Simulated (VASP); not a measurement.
Wanted: the native input for a VASP 6.6.1 run.

```yaml
Task: single point
Functional: r2SCAN
Potentials_or_basis: VASP PAW PBE potentials, release 64 (Rh_pv)
Cutoff: 520 eV
k_mesh: 18 × 18 × 18
Occupations: gaussian, width 0.1 eV
Spin: no spin polarisation
Dipole_correction: no
Further_INCAR_settings: ALGO = Normal; EDIFF = 1e-06; NBANDS = 14
```

Rh:

```xyz
1
Lattice="0.0000 1.8704 1.8704 1.8704 0.0000 1.8704 1.8704 1.8704 0.0000" Properties=species:S:1:pos:R:3 pbc="T T T"
Rh    0.0000    0.0000    0.0000
```

One way to write it, as run:

POSCAR

```
Rh
1.0
    0.0000000000      1.8703633301      1.8703633301
    1.8703633301      0.0000000000      1.8703633301
    1.8703633301      1.8703633301      0.0000000000
Rh
1
Direct
    0.0000000000      0.0000000000      0.0000000000
```

INCAR.step1

```
PREC = Accurate ; ENCUT = 520
ISMEAR = 0 ; SIGMA = 0.1
LREAL = F ; LASPH = T
NELM = 100 ; NBANDS = 14
GGA = PE ; ALGO = Normal
EDIFF = 1E-4 ; LWAVE = T
LCHARG = F
```

INCAR.step2

```
PREC = Accurate ; ENCUT = 520
EDIFF = 1E-6 ; ISMEAR = 0
SIGMA = 0.1 ; LREAL = F
LASPH = T ; NELM = 100
ALGO = Normal ; ISIF = 2
LWAVE = F ; LCHARG = F
METAGGA = R2SCAN ; LMIXTAU = T
NBANDS = 14 ; ISTART = 1
```

KPOINTS

```
regular mesh
0
Gamma
  18 18 18
```

Potentials or basis: VASP PAW PBE potentials, release 64 (Rh_pv).

The run is started by

```console
$ cat potpaw_PBE.64/Rh_pv/POTCAR > POTCAR
$ cp INCAR.step1 INCAR
$ mpirun -np 1 vasp_std > vasp.out
$ cp INCAR.step2 INCAR
$ mpirun -np 1 vasp_std > vasp.out
```

Results of the run:

```yaml
Pressure: 16.5 GPa
Band_gap_on_the_k_mesh: zero (an odd number of electrons rules out a gap without spin polarisation)
```

Caveat: the cell stands under pressure; the PAW data sets were made with another functional, which shifts forces and pressure a little.

It took 5.3 min on 1 thread of AMD EPYC 7571, with other jobs on the host, peak memory 0.12 GiB.
